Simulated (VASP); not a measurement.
The system is NiO2.

```
CELL_PARAMETERS angstrom
2.76247 0.00000 0.00000
-1.38124 2.39237 0.00000
0.00000 0.00000 4.20447
ATOMIC_POSITIONS crystal
Ni 0.00000 0.00000 0.50000
O 0.66667 0.33333 0.71876
O 0.33333 0.66667 0.28124
```

| Property | Result |
| --- | --- |
| Program | VASP 6.6.1 |
| Task | relaxation of cell and atoms |
| Functional | LDA |
| Potentials or basis | VASP PAW LDA potentials, release 64 (Ni_sv_GW, O) |
| Cutoff | 600 eV |
| k mesh | 12 × 12 × 6 |
| Occupations | gaussian, width 0.02 eV |
| Spin | no spin polarisation |

At the start: pressure 0.0 GPa; volume 9.26 Å³/atom.

Q: Where does the relaxation end?

A: Over 13 steps the energy falls by 2.3 meV/atom and the volume is 8.97 Å³/atom (-3.1 %); space group P-3m1 (No. 164, to 0.1 Å) before and after.

Step by step:
| step | energy change (eV) | largest force (eV/Å) | pressure (GPa) | volume (Å³) |
| --- | --- | --- | --- | --- |
| 1 | 0.0000 | 0.1075 | 0.01 | 27.79 |
| 2 | -0.0011 | 0.0124 | -1.14 | 27.79 |
| 3 | -0.0012 | 0.0334 | -1.70 | 27.79 |
| 4 | -0.0018 | 0.0334 | -1.63 | 27.75 |
| 5 | -0.0031 | 0.0345 | -1.40 | 27.61 |
| 6 | -0.0053 | 0.0355 | -1.00 | 27.35 |
| 7 | -0.0068 | 0.0394 | 0.15 | 26.81 |
| 8 | -0.0069 | 0.0375 | -0.09 | 26.91 |
| 9 | -0.0069 | 0.0389 | -0.04 | 26.89 |
| 10 | -0.0069 | 0.0116 | 0.13 | 26.89 |
| 11 | -0.0070 | 0.0100 | 0.26 | 26.89 |
| 12 | -0.0070 | 0.0023 | -0.09 | 26.93 |
| 13 | -0.0070 | 0.0041 | -0.01 | 26.92 |

Final structure:
```
CELL_PARAMETERS angstrom
2.76687 0.00000 0.00000
-1.38343 2.39618 0.00000
0.00000 0.00000 4.06075
ATOMIC_POSITIONS crystal
Ni 0.00000 0.00000 0.50000
O 0.66667 0.33333 0.72670
O 0.33333 0.66667 0.27330
```
